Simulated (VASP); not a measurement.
Write the native input for VASP 6.6.1 that does the following.

```yaml
Task: single point
Functional: PBE
Potentials_or_basis: VASP PAW PBE potentials, release 64 (Co, Si)
Cutoff: 520 eV
k_mesh: 6 × 6 × 6
Occupations: gaussian, width 0.1 eV
Spin: collinear spin, ferromagnetic start
Starting_moments: "[3.0, 3.0, 3.0, 0.0] μB"
Dipole_correction: no
Further_INCAR_settings: ALGO = Normal; EDIFF = 1e-06; NBANDS = 28
```

The structure of Co3Si lies in POSCAR:

```
Co3Si
1.0
   -2.3248566100      2.3248566100      2.3248566100
    2.3248566100     -2.3248566100      2.3248566100
    2.3248566100      2.3248566100     -2.3248566100
Co Si
3 1
Direct
    0.0000000000      0.5000000000      0.5000000000
    0.5000000000      0.0000000000      0.5000000000
    0.5000000000      0.5000000000      0.0000000000
    0.0000000000      0.0000000000      0.0000000000
```

These files were run (other wordings do the same):

INCAR

```
PREC = Accurate
ENCUT = 520
EDIFF = 1E-6
ISMEAR = 0
SIGMA = 0.1
LREAL = F
LASPH = T
NELM = 150
ALGO = Normal
ISIF = 2
LWAVE = F
LCHARG = F
ISPIN = 2
MAGMOM = 3 3 3 0
LORBIT = 11
LMAXMIX = 4
GGA = PE
NBANDS = 28
```

KPOINTS

```
Automatic mesh
0
Gamma
  6 6 6
```

Potentials or basis: VASP PAW PBE potentials, release 64 (Co, Si).

The run is started by

```sh
$ cat potpaw_PBE.64/Co/POTCAR potpaw_PBE.64/Si/POTCAR > POTCAR
$ mpirun -np 1 vasp_std > vasp.out
```

It gave:

* Pressure: 2.6 GPa
* Net moment: 4.30 μB per cell
* Site moments: Co +1.44; Si +0.00 μB
* Valence electrons inside the program's atomic spheres: Co 8.30; Si 1.64

It took 49 s on 1 thread of Intel Xeon 6975P-C (shared host), peak memory 0.2 GiB.
